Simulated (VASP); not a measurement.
# GeMo (WC type) (P-6m2) in VASP: further runs

The runs below take GeMo (WC type) through relaxation of cell and atoms, with PBE.

Everything below comes from runs of VASP 6.6.1. Logs are shortened: lines on timing, memory, paths and dates and some standing lists are left out, and cuts for length are marked.

**1. The cell of the first run**

It takes space group P-6m2 (No. 187, hexagonal). Conventional cell: a = 3.046 Å, b = 3.046 Å, c = 3.642 Å, α = 90.00°, β = 90.00°, γ = 120.00°. Mo (site symmetry -6m2) has 6 Ge at 2.53 Å and 6 Mo at 3.05 Å within 3.3 Å. Within 3.3 Å of Ge (site symmetry -6m2) lie 6 Mo at 2.53 Å and 6 Ge at 3.05 Å.

**2. Relaxation of cell and atoms, PBE, target pressure 19 GPa, at which the enthalpy is minimised**

Contents of INCAR:

```
PREC     = Accurate       # precision mode
ENCUT    = 600            # plane-wave cutoff, eV
EDIFF    = 1E-6           # SCF threshold, eV
ISMEAR   = -1             # smearing method
SIGMA    = 0.08           # smearing width, eV
LREAL    = False          # projectors in reciprocal space
LASPH    = True           # aspherical terms in the spheres
NELM     = 100            # most SCF steps
ALGO     = Normal         # electronic algorithm
ISIF     = 3              # what is computed and relaxed
LWAVE    = False          # write WAVECAR
LCHARG   = False          # write CHGCAR
GGA      = PE             # functional
IBRION   = 2              # ionic algorithm
NSW      = 32             # ionic steps
EDIFFG   = -0.005         # ionic threshold
PSTRESS  = 190.0
```

Contents of KPOINTS:

```
regular mesh
0
Gamma
  13 13 12
```

Contents of POSCAR:

```
GeMo
1.0
    3.0455497161      0.0000000000      0.0000000000
   -1.5227748580      2.6375234226      0.0000000000
    0.0000000000      0.0000000000      3.6417072178
Mo Ge
1 1
Direct
    0.0000000000      0.0000000000      0.0000000000
    0.3333333333      0.6666666667      0.5000000000
```

Potentials or basis: VASP PAW PBE potentials, release 64 (Mo_sv, Ge_d).

Launch:

```sh
$ cat potpaw_PBE.64/Mo_sv/POTCAR potpaw_PBE.64/Ge_d/POTCAR > POTCAR
$ mpirun -np 1 vasp_std > vasp.out
```

OUTCAR:

```text
PREC = Accurate
   ENCUT = 600
   EDIFF = 1E-6
   ISMEAR = -1
   LREAL = False
   LASPH = True
   NELM = 100
   ISIF = 3
   GGA = PE
   IBRION = 2
   NSW = 32
   EDIFFG = -0.005
   PSTRESS = 190.0

 ion  position               nearest neighbor table
   1  0.000  0.000  0.000-   2 2.53   2 2.53   2 2.53   2 2.53   2 2.53   2 2.53
   2  0.333  0.667  0.500-   1 2.53   1 2.53   1 2.53   1 2.53   1 2.53   1 2.53

  LATTYP: Found a hexagonal cell.
 ALAT       =     3.0455497161
 C/A-ratio  =     1.1957470924

  Lattice vectors:

 A1 = (   3.0455497161,   0.0000000000,   0.0000000000)
 A2 = (  -1.5227748580,   2.6375234226,   0.0000000000)
 A3 = (   0.0000000000,   0.0000000000,   3.6417072178)

Analysis of symmetry for initial positions (statically):
=====================================================================
 Subroutine PRICEL returns:
 Original cell was already a primitive cell.

 Routine SETGRP: Setting up the symmetry group for a
 hexagonal supercell.

 Subroutine GETGRP returns: Found 12 space group operations
 (whereof 12 operations were pure point group operations)
 out of a pool of 24 trial point group operations.

The static configuration has the point symmetry D_3h.

Analysis of symmetry for dynamics (positions and initial velocities):
=====================================================================
 Subroutine PRICEL returns:
 Original cell was already a primitive cell.

 Routine SETGRP: Setting up the symmetry group for a
 hexagonal supercell.

 Subroutine GETGRP returns: Found 12 space group operations
 (whereof 12 operations were pure point group operations)
 out of a pool of 24 trial point group operations.

The dynamic configuration has the point symmetry D_3h.

 Subroutine INISYM returns: Found 12 space group operations
 (whereof 12 operations are pure point group operations),
 and found     1 'primitive' translations

----------------------------------------------------------------------------------------

                                     Primitive cell

  volume of cell :      29.2528

  direct lattice vectors                    reciprocal lattice vectors
     3.045549716  0.000000000  0.000000000     0.328347948  0.189571776  0.000000000
    -1.522774858  2.637523423  0.000000000     0.000000000  0.379143552  0.000000000
[... 90 lines left out ...]
   NFREE  =      1    steps in history (QN), initial steepest desc. (CG)
   ISIF   =      3    stress and relaxation
   ISYM   =      2    0-nonsym 1-usesym 2-fastsym
   POTIM  = 0.5000    time-step for ionic-motion
   TEBEG  =    0.0;   TEEND  =   0.0 temperature during run
   PSTRESS=  190.0 pullay stress
   NELECT =      28.0000    total number of electrons
   NUPDOWN=      -1.0000    fix difference up-down
   EMIN   =  10.00;   EMAX   =-10.00  energy-range for DOS
   EFERMI =   0.00;   METHOD = LEGACY
   ISMEAR =    -1;   SIGMA  =   0.08  broadening in eV -4-tet -1-fermi 0-gaus
   EFERMI_NEDOS =   21; number of points for ismear=-14 and -15
   IALGO  =     38    algorithm
   IMIX   =      4    mixing-type and parameters
     AMIX     =   0.40;   BMIX     =  1.00
     AMIX_MAG =   1.60;   BMIX_MAG =  1.00
  volume/ion in A,a.u.               =      14.63        98.70
  Fermi-wavevector in a.u.,A,eV,Ry     =   1.613387  3.048859 35.416195  2.603017
  Thomas-Fermi vector in A             =   2.708464
   LORBIT       =      0    0 simple, 1 ext, 2 COOP (PROOUT), +10 PAW based schemes
   GGA     = PE    functional components
   LHFCALC =     F    Hartree Fock is set to
   AEXX    =    0.0000 exact exchange contribution
   IVDW    =     0    specifies the selected vdW correction
   LEPSILON=     F    determine dielectric tensor
   LRPA    =     F    only Hartree local field effects (RPA)
 conjugate gradient relaxation of ions
 non-spin polarized calculation
  energy-cutoff  :      600.00
  volume of cell :       29.25
 maximum number of plane-waves:       994
   NGX = 13   NGY = 13   NGZ = 15

--------------------------------------- Ionic step        1  -------------------------------------------

 number of electron      28.0000011 magnetization

 Free energy of the ion-electron system (eV)
  ---------------------------------------------------
  ext. energy  EPLUGINS =         0.00000000
  ---------------------------------------------------
  free energy    TOTEN  =       -15.39102158 eV

  energy without entropy =      -15.37245709  energy(sigma->0) =      -15.38173934

------------------------ aborting loop because EDIFF is reached ----------------------------------------

  FORCE on cell =-STRESS in cart. coord.  units (eV):
  Direction    XX          YY          ZZ          XY          YZ          ZX
  --------------------------------------------------------------------------------------
  -------------------------------------------------------------------------------------
  Total        3.5581386      3.5581386      3.5802402      0.0000000      0.0000000      0.0000000
  in kB      194.8796084    194.8796084    196.0901160      0.0000000      0.0000000      0.0000000
  external PRESSURE =       5.2831110 kB  Pullay stress =     190.0000000 kB
[... 177 lines left out ...]
--------------------------------------- Ionic step        6  -------------------------------------------

 number of electron      28.0000011 magnetization

 Free energy of the ion-electron system (eV)
  ---------------------------------------------------
  ext. energy  EPLUGINS =         0.00000000
  ---------------------------------------------------
  free energy    TOTEN  =       -15.39661574 eV

  energy without entropy =      -15.37799978  energy(sigma->0) =      -15.38730776

 E-fermi :  11.2132     XC(G=0): -13.1577

 val. band max:       11.2099873062   @ k =   0.4615   0.0000   0.0833
 cond. band min:      11.2158146827   @ k =   0.2308   0.0769   0.0833
 fundamental gap:      0.0058273765
 Fermi energy:        11.2131991239

 k-point     1 :       0.0000    0.0000    0.0000
  band No.  band energies     occupation
      1     -49.5017      2.00000
      2     -23.7446      2.00000
      3     -23.3424      2.00000
      4     -23.3424      2.00000
      5     -13.0898      2.00000
      6     -13.0898      2.00000
[... 481 lines left out ...]
      5     -13.0960      2.00000
      6     -13.0741      2.00000
[... 10 lines left out ...]
     17      16.5453      0.00000
     18      18.0479      0.00000

 [... further k-points ...]

------------------------ aborting loop because EDIFF is reached ----------------------------------------

  FORCE on cell =-STRESS in cart. coord.  units (eV):
  Direction    XX          YY          ZZ          XY          YZ          ZX
  --------------------------------------------------------------------------------------
  -------------------------------------------------------------------------------------
  Total        3.4769637      3.4769637      3.4825857      0.0000000      0.0000000      0.0000000
  in kB      190.1309539    190.1309539    190.4383841      0.0000000      0.0000000      0.0000000
  external PRESSURE =       0.2334306 kB  Pullay stress =     190.0000000 kB
[... 21 lines left out ...]
  energy  without entropy=      -15.3779997809  energy(sigma->0) =      -15.38730776

  enthalpy is  TOTEN    =       -11.9220468567 eV   P V=        3.4745688794

 reached required accuracy - stopping structural energy minimisation
```

OSZICAR:

```text
N       E                     dE             d eps       ncg     rms          rms(c)
DAV:   1     0.252276604348E+03    0.25228E+03   -0.16077E+04  5794   0.420E+03
DAV:   2     0.534690040698E+01   -0.24693E+03   -0.24142E+03  5358   0.668E+02
DAV:   3    -0.155936617961E+02   -0.20941E+02   -0.20292E+02  6126   0.148E+02
DAV:   4    -0.161563804123E+02   -0.56272E+00   -0.55677E+00  6386   0.228E+01
[... 37 lines left out ...]
   5 F= -.11922048E+02 E0= -.11912738E+02  d E =-.721132E-04
       N       E                     dE             d eps       ncg     rms          rms(c)
DAV:   1    -0.153966201955E+02    0.37658E-03   -0.85572E-05  6850   0.141E-01    0.210E-02
DAV:   2    -0.153966161192E+02    0.40762E-05   -0.13244E-05  5624   0.386E-02    0.451E-03
DAV:   3    -0.153966157361E+02    0.38311E-06   -0.61055E-07  2694   0.146E-02
   6 F= -.11922047E+02 E0= -.11912739E+02  d E =-.713170E-04
```

CONTCAR:

```text
GeMo
   1.00000000000000
     3.0470416957008171    0.0000000000011296    0.0000000000000000
    -1.5235208477994058    2.6388155148344397    0.0000000000000000
     0.0000000000000000    0.0000000000000000    3.6439338208996923
  Mo              Ge
     1     1
Direct
     0.0000000000000000    0.0000000000000000    0.0000000000000000
     0.3333333332999970    0.6666666667000030    0.5000000000000000

  0.00000000E+00  0.00000000E+00  0.00000000E+00
  0.00000000E+00  0.00000000E+00  0.00000000E+00
```

Wall time 2.7 min (1 thread of AMD EPYC 7R13 (Zen 3), shared host); peak memory 0.2 GiB.

Results:

- Free energy: -15.3966 eV
- Relaxed volume: 14.65 Å³/atom
- Relaxed cell: a = 3.047 Å, b = 3.047 Å, c = 3.644 Å, α = 90.00°, β = 90.00°, γ = 120.00°
- Space group after relaxing (to 0.1 Å): P-6m2 (No. 187)
- Energy change on relaxing (the run minimises the enthalpy): -2.8 meV/atom
- Ionic steps: 6
- Pressure after relaxing: 19.0 GPa
- Band gap on the k mesh: zero (bands 14 and 15 overlap by 0.83 eV)

The path:
```
step  energy change (eV)  largest force (eV/Å)  pressure (GPa)  volume (Å³)
   1              0.0000                0.0000           19.53        29.25
   2             -0.0236                0.0000           17.51        29.46
   3             -0.0064                0.0000           18.88        29.31
   4             -0.0052                0.0000           19.22        29.30
   5             -0.0060                0.0000           18.89        29.30
   6             -0.0056                0.0000           19.02        29.30
```

Final structure:
```
Mo Ge
1.0
     3.04704    0.00000    0.00000
    -1.52352    2.63882    0.00000
     0.00000    0.00000    3.64393
Mo Ge
1 1
Direct
  0.00000 0.00000 0.00000
  0.33333 0.66667 0.50000
```

Caveat: the cell is relaxed towards a set pressure, so the run minimises the enthalpy, not the energy.

**3. Relaxation of cell and atoms, PBE, target pressure 19 GPa, at which the enthalpy is minimised**

This run uses another cell than the first one, of 15.44 Å³/atom.

Contents of INCAR:

```
SYSTEM = GeMo
  PREC = Accurate
  ENCUT = 600
  EDIFF = 1E-6
  ISMEAR = -1
  SIGMA = 0.08
  LREAL = .False.
  LASPH = .True.
  NELM = 100
  ALGO = Normal
  ISIF = 3
  LWAVE = .False.
  LCHARG = .False.
  GGA = PE
  IBRION = 2
  NSW = 60
  EDIFFG = -0.005
  PSTRESS = 190.0
```

Contents of KPOINTS:

```
Automatic mesh
0
Gamma
  13 13 12
  0 0 0
```

Contents of POSCAR:

```
GeMo
1.0
    3.3138695050      0.0000000000      0.0000000000
   -1.6569347525      2.8698951761      0.0000000000
    0.0000000000      0.0000000000      3.2475921149
Mo Ge
1 1
Direct
    0.0000000000      0.0000000000      0.0000000000
    0.3333333333      0.6666666667      0.5000000000
```

Potentials or basis: VASP PAW PBE potentials, release 64 (Mo_sv, Ge_d).

Launch:

```sh
$ cat potpaw_PBE.64/Mo_sv/POTCAR potpaw_PBE.64/Ge_d/POTCAR > POTCAR
$ mpirun -np 1 vasp_std > vasp.out
```

Wall time 7 min (1 thread of AMD EPYC 7R13 (Zen 3), shared host); peak memory 0.22 GiB.

The run converged. Its results:

- Free energy: -15.3990 eV
- Relaxed volume: 14.66 Å³/atom
- Relaxed cell: a = 3.049 Å, b = 3.049 Å, c = 3.641 Å, α = 90.00°, β = 90.00°, γ = 120.00°
- Space group after relaxing (to 0.1 Å): P-6m2 (No. 187)
- Energy change on relaxing (the run minimises the enthalpy): -30.4 meV/atom
- Ionic steps: 14
- Pressure after relaxing: 19.0 GPa
- Band gap on the k mesh: zero (bands 14 and 15 overlap by 0.83 eV)

The path:
```tsv
step	energy change (eV)	largest force (eV/Å)	pressure (GPa)	volume (Å³)
1	0.0000	0.0000	14.20	30.89
2	0.0902	0.0000	28.58	28.79
3	0.1165	0.0000	30.61	28.56
4	-0.0083	0.0000	23.54	28.99
5	-0.0566	0.0000	19.33	29.28
6	-0.0600	0.0000	19.10	29.31
7	-0.0621	0.0000	18.87	29.32
8	-0.0600	0.0000	18.94	29.31
9	-0.0584	0.0000	19.07	29.29
10	-0.0593	0.0000	19.10	29.30
11	-0.0598	0.0000	19.06	29.31
12	-0.0599	0.0000	19.07	29.31
13	-0.0600	0.0000	19.05	29.31
14	-0.0608	0.0000	18.98	29.31
```

Final structure:
```
Mo Ge
1.0
     3.04902    0.00000    0.00000
    -1.52451    2.64053    0.00000
     0.00000    0.00000    3.64102
Mo Ge
1 1
Direct
  0.00000 0.00000 0.00000
  0.33333 0.66667 0.50000
```

Levels at points of the mesh, in eV from the Fermi level:
| k point | band 11 | band 12 | band 13 | band 14 | band 15 | band 16 | band 17 | band 18 |
| --- | --- | --- | --- | --- | --- | --- | --- | --- |
| (0.00, 0.00, 0.00) | -3.63 | -1.33 | -1.33 | -0.39 | 0.97 | 0.97 | 8.07 | 8.07 |
| (0.00, 0.00, 0.50) | -6.72 | -0.76 | -0.76 | -0.36 | -0.08 | -0.08 | 7.39 | 7.39 |

Caveat: the cell is relaxed towards a set pressure, so the run minimises the enthalpy, not the energy.

The gap in the log of VASP goes by the Fermi energy; the results here count the filled bands.